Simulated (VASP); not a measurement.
# AlNi (zincblende type) (F-43m) in VASP: further runs

AlNi (zincblende type) is run at these levels: PBE; tasks: single point.

Program: VASP 6.6.1. These are calculated values, not measurements. Logs are shortened: lines on timing, memory, paths and dates and some standing lists are left out, and cuts for length are marked.

## (1) The cell of the first run

It takes space group F-43m (No. 216, cubic). The conventional cell has a = 5.160 Å, b = 5.160 Å, c = 5.160 Å, α = 90.00°, β = 90.00°, γ = 90.00°. Ni (site symmetry -43m) has 4 Al at 2.23 Å within 3.0 Å. Within 3.0 Å of Al (site symmetry -43m) lie 4 Ni at 2.23 Å.

## (2) Single point, PBE

INCAR

```
ALGO = Normal
EDIFF = 1E-7
ENCUT = 520
GGA = PE
ISIF = 2
ISMEAR = -1
LASPH = True
LCHARG = True
LELF = True
LREAL = False
LVHAR = True
LWAVE = False
NBANDS = 14
NELM = 80
PREC = Accurate
SIGMA = 0.05
```

KPOINTS

```
k-points
0
Gamma
  12 12 12
```

POSCAR

```
AlNi
1.0
    0.0000000000      2.5801401854      2.5801401854
    2.5801401854      0.0000000000      2.5801401854
    2.5801401854      2.5801401854      0.0000000000
Ni Al
1 1
Direct
    0.0000000000      0.0000000000      0.0000000000
    0.2500000000      0.2500000000      0.2500000000
```

Potentials or basis: VASP PAW PBE potentials, release 64 (Ni, Al).

On the command line:

```console
$ cat potpaw_PBE.64/Ni/POTCAR potpaw_PBE.64/Al/POTCAR > POTCAR
$ mpirun -np 1 vasp_std > vasp.out
```

OUTCAR:

```text
EDIFF = 1E-7
   ENCUT = 520
   GGA = PE
   ISIF = 2
   ISMEAR = -1
   LASPH = True
   LREAL = False
   NELM = 80
   PREC = Accurate

 ion  position               nearest neighbor table
   1  0.000  0.000  0.000-   2 2.23   2 2.23   2 2.23   2 2.23
   2  0.250  0.250  0.250-   1 2.23   1 2.23   1 2.23   1 2.23

  LATTYP: Found a face centered cubic cell.
 ALAT       =     5.1602803708

  Lattice vectors:

 A1 = (   0.0000000000,   2.5801401854,   2.5801401854)
 A2 = (   2.5801401854,   0.0000000000,   2.5801401854)
 A3 = (   2.5801401854,   2.5801401854,   0.0000000000)

Analysis of symmetry for initial positions (statically):
=====================================================================
 Subroutine PRICEL returns:
 Original cell was already a primitive cell.

 Routine SETGRP: Setting up the symmetry group for a
 face centered cubic supercell.

 Subroutine GETGRP returns: Found 24 space group operations
 (whereof 24 operations were pure point group operations)
 out of a pool of 48 trial point group operations.

The static configuration has the point symmetry T_d .

Analysis of symmetry for dynamics (positions and initial velocities):
=====================================================================
 Subroutine PRICEL returns:
 Original cell was already a primitive cell.

 Routine SETGRP: Setting up the symmetry group for a
 face centered cubic supercell.

 Subroutine GETGRP returns: Found 24 space group operations
 (whereof 24 operations were pure point group operations)
 out of a pool of 48 trial point group operations.

The dynamic configuration has the point symmetry T_d .

 Subroutine INISYM returns: Found 24 space group operations
 (whereof 24 operations are pure point group operations),
 and found     1 'primitive' translations

----------------------------------------------------------------------------------------

                                     Primitive cell

  volume of cell :      34.3526

  direct lattice vectors                    reciprocal lattice vectors
     0.000000000  2.580140185  2.580140185    -0.193787920  0.193787920  0.193787920
     2.580140185  0.000000000  2.580140185     0.193787920 -0.193787920  0.193787920
     2.580140185  2.580140185  0.000000000     0.193787920  0.193787920 -0.193787920

  length of vectors
     3.648869243  3.648869243  3.648869243     0.335650523  0.335650523  0.335650523

  position of ions in fractional coordinates (direct lattice)
     0.000000000  0.000000000  0.000000000
     0.250000000  0.250000000  0.250000000

  ion indices of the primitive-cell ions
   primitive index   ion index
                 1           1
                 2           2

----------------------------------------------------------------------------------------

 KPOINTS: k-points

Automatic generation of k-mesh.
 Grid dimensions read from file:
 generate k-points for:   12   12   12

 Generating k-lattice:

  Cartesian coordinates                     Fractional coordinates (reciprocal lattice)
    -0.016148993  0.016148993  0.016148993     0.083333333  0.000000000  0.000000000
     0.016148993 -0.016148993  0.016148993     0.000000000  0.083333333  0.000000000
     0.016148993  0.016148993 -0.016148993     0.000000000  0.000000000  0.083333333

  Length of vectors
     0.027970877  0.027970877  0.027970877

  Shift w.r.t. Gamma in fractional coordinates (k-lattice)
     0.000000000  0.000000000  0.000000000

 Subroutine IBZKPT returns following result:
 ===========================================

 Found     72 irreducible k-points:

 Following reciprocal coordinates:
            Coordinates               Weight
  0.000000  0.000000  0.000000      1.000000
  0.083333  0.000000  0.000000      8.000000
  0.166667  0.000000  0.000000      8.000000
  0.250000  0.000000  0.000000      8.000000
  0.333333  0.000000  0.000000      8.000000
  0.416667  0.000000  0.000000      8.000000
[... 16 lines left out ...]
  0.500000  0.166667  0.000000     24.000000
 -0.416667  0.166667  0.000000     24.000000
 [... further k-points ...]
   k-points           NKPTS =     72   k-points in BZ     NKDIM =     72   number of bands    NBANDS=     14
   number of dos      NEDOS =    301   number of ions     NIONS =      2
   total plane-waves  NPLWV =  21952
   dimension x,y,z NGX =    28 NGY =   28 NGZ =   28
   dimension x,y,z NGXF=    56 NGYF=   56 NGZF=   56
   ions per type =               1   1
   NGX,Y,Z   is equivalent  to a cutoff of  12.76, 12.76, 12.76 a.u.
   NGXF,Y,Z  is equivalent  to a cutoff of  25.51, 25.51, 25.51 a.u.
 SYSTEM =  unknown system
   PREC   = accura    normal or accurate (medium, high low for compatibility)
   ISTART =      0    job   : 0-new  1-cont  2-samecut
   ICHARG =      2    charge: 1-file 2-atom 10-const
   ISPIN  =      1    spin polarized calculation?
   LNONCOLLINEAR =      F non collinear calculations
   LSORBIT =      F    spin-orbit coupling
   LASPH  =      T    aspherical Exc in radial PAW
   ENCUT  =  520.0 eV  38.22 Ry    6.18 a.u.   6.78  6.78  6.78*2*pi/ulx,y,z
   NELM   =     80;   NELMIN=  2; NELMDL= -5     # of ELM steps
   EDIFF  = 0.1E-06   stopping-criterion for ELM
   LREAL  =      F    real-space projection
   EDIFFG = 0.1E-05   stopping-criterion for IOM
   NSW    =      0    number of steps for IOM
   IBRION =     -1    ionic relax: 0-MD 1-quasi-New 2-CG
   NFREE  =      0    steps in history (QN), initial steepest desc. (CG)
   ISIF   =      2    stress and relaxation
   ISYM   =      2    0-nonsym 1-usesym 2-fastsym
   POTIM  = 0.5000    time-step for ionic-motion
   TEBEG  =    0.0;   TEEND  =   0.0 temperature during run
   PSTRESS=    0.0 pullay stress
   NELECT =      13.0000    total number of electrons
   NUPDOWN=      -1.0000    fix difference up-down
   EMIN   =  10.00;   EMAX   =-10.00  energy-range for DOS
   EFERMI =   0.00;   METHOD = LEGACY
   ISMEAR =    -1;   SIGMA  =   0.05  broadening in eV -4-tet -1-fermi 0-gaus
   EFERMI_NEDOS =   21; number of points for ismear=-14 and -15
   IALGO  =     38    algorithm
   IMIX   =      4    mixing-type and parameters
     AMIX     =   0.40;   BMIX     =  1.00
     AMIX_MAG =   1.60;   BMIX_MAG =  1.00
  volume/ion in A,a.u.               =      17.18       115.91
  Fermi-wavevector in a.u.,A,eV,Ry     =   1.184139  2.237698 19.077884  1.402185
  Thomas-Fermi vector in A             =   2.320359
   LORBIT       =      0    0 simple, 1 ext, 2 COOP (PROOUT), +10 PAW based schemes
   GGA     = PE    functional components
   LHFCALC =     F    Hartree Fock is set to
   AEXX    =    0.0000 exact exchange contribution
   IVDW    =     0    specifies the selected vdW correction
   LEPSILON=     F    determine dielectric tensor
   LRPA    =     F    only Hartree local field effects (RPA)
 non-spin polarized calculation
  energy-cutoff  :      520.00
  volume of cell :       34.35
 maximum number of plane-waves:       944
   NGX = 13   NGY = 13   NGZ = 13

 number of electron      13.0000011 magnetization

 Free energy of the ion-electron system (eV)
  ---------------------------------------------------
  ext. energy  EPLUGINS =         0.00000000
  ---------------------------------------------------
  free energy    TOTEN  =        -8.16817492 eV

  energy without entropy =       -8.16136166  energy(sigma->0) =       -8.16476829

 E-fermi :   5.3861     XC(G=0): -10.1230

 val. band max:        5.3743826807   @ k =  -0.3333   0.3333   0.0000
 cond. band min:       5.4142823239   @ k =  -0.2500   0.5000   0.2500
 fundamental gap:      0.0398996433
 Fermi energy:         5.3861409526

 k-point     1 :       0.0000    0.0000    0.0000
  band No.  band energies     occupation
      1      -2.8856      2.00000
      2       3.2331      2.00000
      3       3.2331      2.00000
      4       3.2331      2.00000
      5       3.8921      2.00000
      6       3.8921      2.00000
      7      12.8118      0.00000
      8      12.8118      0.00000
      9      12.8118      0.00000
     10      13.7208      0.00000
     11      13.7208      0.00000
     12      13.7208      0.00000
     13      17.0267      0.00000
     14      18.6575      0.00000

 k-point     2 :       0.0833    0.0000    0.0000
  band No.  band energies     occupation
      1      -2.7708      2.00000
      2       3.2069      2.00000
      3       3.2520      2.00000
      4       3.2520      2.00000
      5       3.8856      2.00000
      6       3.8856      2.00000
      7      11.3381      0.00000
      8      12.3967      0.00000
      9      12.3967      0.00000
     10      14.1971      0.00000
     11      14.1971      0.00000
     12      14.4310      0.00000
     13      17.3842      0.00000
     14      18.4434      0.00000

 k-point     3 :       0.1667    0.0000    0.0000
  band No.  band energies     occupation
      1      -2.4299      2.00000
      2       3.1301      2.00000
      3       3.2977      2.00000
      4       3.2977      2.00000
      5       3.8761      2.00000
      6       3.8761      2.00000
      7       9.3413      0.00000
      8      11.8124      0.00000
      9      11.8124      0.00000
     10      14.6181      0.00000
     11      14.8039      0.00000
     12      14.8039      0.00000
     13      17.6847      0.00000
     14      17.7445      0.00000

 k-point     4 :       0.2500    0.0000    0.0000
  band No.  band energies     occupation
      1      -1.8757      2.00000
      2       3.0006      2.00000
      3       3.3410      2.00000
      4       3.3410      2.00000
      5       3.8892      2.00000
      6       3.8892      2.00000
      7       7.4405      0.00000
      8      11.3062      0.00000
      9      11.3062      0.00000
     10      14.5049      0.00000
     11      14.8623      0.00000
     12      14.8623      0.00000
     13      17.4175      0.00000
     14      18.0169      0.00000

 k-point     5 :       0.3333    0.0000    0.0000
  band No.  band energies     occupation
      1      -1.1405      2.00000
      2       2.7854      2.00000
      3       3.3565      2.00000
      4       3.3565      2.00000
      5       3.9390      2.00000
      6       3.9390      2.00000
      7       5.8177      0.00036
      8      10.9106      0.00000
      9      10.9106      0.00000
     10      14.3421      0.00000
     11      14.5187      0.00000
[... 276 lines left out ...]
 k-point    22 :       0.4167    0.1667    0.0000
  band No.  band energies     occupation
      1      -0.4920      2.00000
      2       2.6998      2.00000
      3       3.3146      2.00000
      4       3.4685      2.00000
      5       3.9086      2.00000
      6       4.0480      2.00000
      7       5.5411      0.08628
      8       9.2626      0.00000
      9       9.3143      0.00000
     10      12.5557      0.00000
     11      15.9163      0.00000
     12      16.3204      0.00000
     13      17.2082      0.00000
     14      19.6177      0.00000

 k-point    23 :       0.5000    0.1667    0.0000
  band No.  band energies     occupation
      1       0.2666      2.00000
      2       2.3892      2.00000
      3       3.2660      2.00000
      4       3.4696      2.00000
      5       4.0378      2.00000
      6       4.0591      2.00000
      7       4.5682      2.00000
      8       8.6710      0.00000
      9       9.4341      0.00000
     10      12.6069      0.00000
     11      15.8250      0.00000
     12      16.4269      0.00000
     13      18.1209      0.00000
     14      19.4653      0.00000

 k-point    24 :      -0.4167    0.1667    0.0000
  band No.  band energies     occupation
      1       0.4280      2.00000
      2       2.3180      2.00000
      3       3.2308      2.00000
      4       3.4708      2.00000
      5       3.9731      2.00000
      6       4.0712      2.00000
      7       4.5057      2.00000
      8       8.2667      0.00000
      9       9.8027      0.00000
     10      12.8333      0.00000
     11      15.4803      0.00000
     12      16.4244      0.00000
     13      19.1160      0.00000
     14      19.8401      0.00000

 [... further k-points ...]
[... 5 lines left out ...]
  --------------------------------------------------------------------------------------
  -------------------------------------------------------------------------------------
  Total        1.9892303      1.9892303      1.9892303      0.0000000      0.0000000     -0.0000000
  in kB       92.7760192     92.7760192     92.7760192      0.0000000      0.0000000     -0.0000000
  external PRESSURE =      92.7760192 kB  Pullay stress =       0.0000000 kB

 VOLUME and BASIS-vectors are now :
 -----------------------------------------------------------------------------
  energy-cutoff  :      520.00
  volume of cell :       34.35
      direct lattice vectors                 reciprocal lattice vectors
     0.000000000  2.580140185  2.580140185    -0.193787920  0.193787920  0.193787920
     2.580140185  0.000000000  2.580140185     0.193787920 -0.193787920  0.193787920
     2.580140185  2.580140185  0.000000000     0.193787920  0.193787920 -0.193787920

 POSITION                                       TOTAL-FORCE (eV/Angst)
 -----------------------------------------------------------------------------------
      0.00000      0.00000      0.00000        -0.000000     -0.000000     -0.000000
      1.29007      1.29007      1.29007         0.000000      0.000000      0.000000
 -----------------------------------------------------------------------------------
    total drift:                                0.000001      0.000001      0.000001

  FREE ENERGIE OF THE ION-ELECTRON SYSTEM (eV)
  ---------------------------------------------------
  free  energy   TOTEN  =        -8.1681749240 eV

  energy  without entropy=       -8.1613616642  energy(sigma->0) =       -8.16476829
```

Wall time 20 s (1 thread of Intel Xeon 6975P-C (Granite Rapids), shared host); peak memory 0.17 GiB.

What came out:

| Property | Result |
| --- | --- |
| Free energy | -8.1682 eV |
| Pressure | 9.3 GPa |

Levels at points of the mesh, in eV from the Fermi level:
```tsv
k point	band 4	band 5	band 6	band 7	band 8	band 9
(0.00, 0.00, 0.00)	-2.15	-1.49	-1.49	7.43	7.43	7.43
(0.50, 0.00, 0.00)	-2.04	-1.36	-1.36	-1.04	5.18	5.18
(0.50, 0.50, 0.00)	-1.49	-1.49	-1.23	-0.62	2.01	2.01
```

## (3) Single point, PBE

INCAR

```
SYSTEM = AlNi
  PREC = Accurate
  ENCUT = 520
  EDIFF = 1E-7
  ISMEAR = -1
  SIGMA = 0.05
  LREAL = .FALSE.
  LASPH = .TRUE.
  NELM = 100
  ALGO = Normal
  ISIF = 2
  LWAVE = .FALSE.
  LCHARG = .FALSE.
  GGA = PE
  NBANDS = 14
```

KPOINTS

```
regular mesh
0
G
  12 12 12
  0 0 0
```

POSCAR

```
AlNi
1.0
    0.0000000000      2.5798311953      2.5798311953
    2.5798311953      0.0000000000      2.5798311953
    2.5798311953      2.5798311953      0.0000000000
Ni Al
1 1
Direct
    0.0000000000      0.0000000000      0.0000000000
    0.2500000000      0.2500000000      0.2500000000
```

Potentials or basis: VASP PAW PBE potentials, release 64 (Ni, Al).

On the command line:

```console
$ cat potpaw_PBE.64/Ni/POTCAR potpaw_PBE.64/Al/POTCAR > POTCAR
$ mpirun -np 1 vasp_std > vasp.out
```

Run time: 18 s. Hardware: 1 thread of Intel Xeon 6975P-C (Granite Rapids), shared host; peak memory 0.17 GiB.

The run converged. Its results:

- Free energy: -8.1675 eV
- Pressure: 9.3 GPa

Levels at points of the mesh, in eV from the Fermi level:
```tsv
k point	band 4	band 5	band 6	band 7	band 8	band 9
(0.00, 0.00, 0.00)	-2.15	-1.49	-1.49	7.43	7.43	7.43
(0.50, 0.00, 0.00)	-2.04	-1.36	-1.36	-1.04	5.18	5.18
(0.50, 0.50, 0.00)	-1.49	-1.49	-1.23	-0.62	2.01	2.01
```

Spin polarisation is off, so any magnetic state and its effect on volume and gap are missing.
